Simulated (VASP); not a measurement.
# SiO2 (Pnnm) in VASP: further runs, part 2 of 2

VASP 6.6.1. Earlier steps stand in the parts before.

## 5. Single point, PBE (atoms displaced along a vibrational mode, the cell strained)

INCAR

```
ALGO     = Normal         # electronic algorithm
EDIFF    = 1E-6           # SCF threshold, eV
ENCUT    = 520            # plane-wave cutoff, eV
GGA      = PE             # functional
ISIF     = 2              # what is computed and relaxed
ISMEAR   = 0              # smearing method
LASPH    = T              # aspherical terms in the spheres
LCHARG   = F              # write CHGCAR
LREAL    = F              # projectors in reciprocal space
LWAVE    = F              # write WAVECAR
NBANDS   = 25             # bands
NELM     = 100            # most SCF steps
PREC     = Accurate       # precision mode
SIGMA    = 0.05           # smearing width, eV
```

KPOINTS

```
k-points
0
Gamma
  6 6 8
```

POSCAR

```
SiO2
1.0
    4.2358788266      0.0000000000      0.0000000000
    0.0000000000      4.3345748033      0.0000000000
    0.0000000000      0.0000000000      2.6897743046
Si O
2 4
Direct
    0.5000000000      0.5000000000      0.5000000000
    0.0000000000      0.0000000000      0.0000000000
    0.6464385634      0.7395870220      0.0000000000
    0.1464385634      0.7604129780      0.5000000000
    0.3535614366      0.2604129780      0.0000000000
    0.8535614366      0.2395870220      0.5000000000
```

Potentials or basis: VASP PAW PBE potentials, release 64 (Si, O).

Launch:

```sh
$ cat potpaw_PBE.64/Si/POTCAR potpaw_PBE.64/O/POTCAR > POTCAR
$ mpirun -np 1 vasp_std > vasp.out
```

OUTCAR:

```text
EDIFF = 1E-6
   ENCUT = 520
   GGA = PE
   ISIF = 2
   ISMEAR = 0
   LASPH = T
   LREAL = F
   NELM = 100
   PREC = Accurate

 ion  position               nearest neighbor table
   1  0.500  0.500  0.500-   3 1.81   5 1.81   3 1.81   5 1.81   4 1.88   6 1.88
   2  0.000  0.000  0.000-   4 1.81   6 1.81   4 1.81   6 1.81   5 1.88   3 1.88
   3  0.646  0.740  0.000-   1 1.81   1 1.81   2 1.88
   4  0.146  0.760  0.500-   2 1.81   2 1.81   1 1.88
   5  0.354  0.260  0.000-   1 1.81   1 1.81   2 1.88
[... 884 lines left out ...]
  -------------------------------------------------------------------------------------
  Total        0.9150715     -8.5901096     -1.9583546     -0.0000000      0.0000000      0.0000000
  in kB       29.6865511   -278.6784679    -63.5325152     -0.0000000      0.0000000      0.0000000
  external PRESSURE =    -104.1748107 kB  Pullay stress =       0.0000000 kB

 VOLUME and BASIS-vectors are now :
 -----------------------------------------------------------------------------
  energy-cutoff  :      520.00
  volume of cell :       49.39
      direct lattice vectors                 reciprocal lattice vectors
     4.235878827  0.000000000  0.000000000     0.236078519  0.000000000  0.000000000
     0.000000000  4.334574803  0.000000000     0.000000000  0.230703136  0.000000000
     0.000000000  0.000000000  2.689774305     0.000000000  0.000000000  0.371778405

 POSITION                                       TOTAL-FORCE (eV/Angst)
 -----------------------------------------------------------------------------------
      2.11794      2.16729      1.34489        -0.000000      0.000000      0.000000
      0.00000      0.00000      0.00000        -0.000000      0.000000      0.000000
      2.73824      3.20580      0.00000         0.431622     -1.493052     -0.000000
      0.62030      3.29607      1.34489         0.431622      1.493052     -0.000000
      1.49764      1.12878      0.00000        -0.431622      1.493052      0.000000
      3.61558      1.03851      1.34489        -0.431622     -1.493052      0.000000
 -----------------------------------------------------------------------------------
    total drift:                                0.000000      0.000000      0.000000

  FREE ENERGIE OF THE ION-ELECTRON SYSTEM (eV)
  ---------------------------------------------------
  free  energy   TOTEN  =       -45.5774182500 eV

  energy  without entropy=      -45.5774182500  energy(sigma->0) =      -45.57741825
```

Run time: 70 s. Hardware: 1 thread of Intel Xeon 8259CL, shared host; peak memory 0.2 GiB.

Results:

- Free energy: -45.5774 eV
- Pressure: -10.4 GPa
- Largest force: 1.554 eV/Å
- Band gap on the k mesh: 4.54 eV

Forces in eV/Å, atoms in the order of the input:
```
Si   0.000  0.000  0.000
Si   0.000  0.000  0.000
O    0.432 -1.493  0.000
O    0.432  1.493  0.000
O   -0.432  1.493  0.000
O   -0.432 -1.493  0.000
```

Stress tensor (GPa, compression positive):
```
  2.97   0.00   0.00
  0.00 -27.87   0.00
  0.00   0.00  -6.35
```

Caveat: the cell differs from its parent crystal (atoms displaced along a vibrational mode, the cell strained); the cell stands under tension; forces of over 1 eV/Å act on the atoms, so gaps and moduli don't describe the material at rest.

## 6. Single point, PBE (atoms displaced along a vibrational mode, the cell strained)

INCAR

```
PREC = Accurate
ENCUT = 520
EDIFF = 1E-6
ISMEAR = 0
SIGMA = 0.05
LREAL = F
LASPH = T
NELM = 60
ALGO = Normal
ISIF = 2
LWAVE = F
LCHARG = F
GGA = PE
NBANDS = 25
```

KPOINTS

```
regular mesh
0
Gamma
  6 6 8
```

POSCAR

```
SiO2
1.0
    4.2358788266      0.0000000000      0.0000000000
    0.0000000000      4.3345748033      0.0000000000
    0.0000000000      0.0000000000      2.6897743046
Si O
2 4
Direct
    0.5000000000      0.5000000000      0.5000000000
    0.0000000000      0.0000000000      0.0000000000
    0.6557534092      0.7302721762      0.0000000000
    0.1557534092      0.7697278238      0.5000000000
    0.3442465908      0.2697278238      0.0000000000
    0.8442465908      0.2302721762      0.5000000000
```

Potentials or basis: VASP PAW PBE potentials, release 64 (Si, O).

Launch:

```sh
$ cat potpaw_PBE.64/Si/POTCAR potpaw_PBE.64/O/POTCAR > POTCAR
$ mpirun -np 1 vasp_std > vasp.out
```

Wall time 71 s (1 thread of Intel Xeon 8259CL, shared host); peak memory 0.2 GiB.

Results (log left out):

```yaml
Free_energy: -45.8426 eV
Pressure: -9.0 GPa
Largest_force: 1.153 eV/Å
Band_gap_on_the_k_mesh: 4.69 eV (least direct gap 4.72 eV)
```

Forces on the atoms (eV/Å):
```
Si   0.000  0.000  0.000
Si   0.000  0.000  0.000
O    0.278 -1.119  0.000
O    0.278  1.119  0.000
O   -0.278  1.119  0.000
O   -0.278 -1.119  0.000
```

Stress tensor (GPa, compression positive):
```
  2.55   0.00   0.00
  0.00 -24.49   0.00
  0.00   0.00  -5.15
```

Levels at points of the mesh, in eV from the valence-band top:
```csv
k point,band 14,band 15,band 16,band 17,band 18,band 19
"(0.00, 0.00, 0.00)",-0.76,-0.11,-0.02,4.69,6.94,8.35
"(0.50, 0.00, 0.00)",-2.16,-1.06,-1.06,7.33,7.33,9.20
"(0.00, 0.50, 0.00)",-1.97,-0.15,-0.15,6.63,6.63,8.73
"(0.50, 0.50, 0.00)",-2.42,-1.69,-1.69,7.02,7.02,9.67
"(0.00, 0.00, 0.50)",-2.52,-1.84,-1.84,8.03,8.03,11.68
"(0.50, 0.00, 0.50)",-1.52,-1.39,-1.39,7.56,7.56,9.02
"(0.00, 0.50, 0.50)",-2.34,-1.11,-1.11,8.39,8.39,9.09
"(0.50, 0.50, 0.50)",-1.41,-0.91,-0.91,6.43,6.43,10.60
```

Caveat: the cell differs from its parent crystal (atoms displaced along a vibrational mode, the cell strained); the cell stands under tension; forces of over 1 eV/Å act on the atoms, so gaps and moduli don't describe the material at rest. A k mesh can miss the band edges.

## 7. The runs side by side

```tsv
cell	gap on the mesh (eV)	pressure (GPa)	largest force (eV/Å)
as given, atomic positions A	4.88	-7.6	0.63
as given, atomic positions B	4.68	-7.7	0.83
as given, atomic positions C	4.78	-10.2	1.39
as given, atomic positions D	4.54	-10.4	1.55
as given, atomic positions E	4.69	-9.0	1.15
```

Alike in all rows: task single point; level PBE; potentials or basis VASP PAW PBE potentials, release 64 (Si, O); no spin polarisation; k mesh 6 × 6 × 8; cutoff (eV) 520; smearing gaussian 0.05 eV.

Caveats: the cell stands under tension; forces of over 1 eV/Å act on the atoms, so gaps and moduli don't describe the material at rest (at least some runs).

Total energies depend on the potentials used, so only differences within one code and one set of settings carry meaning.
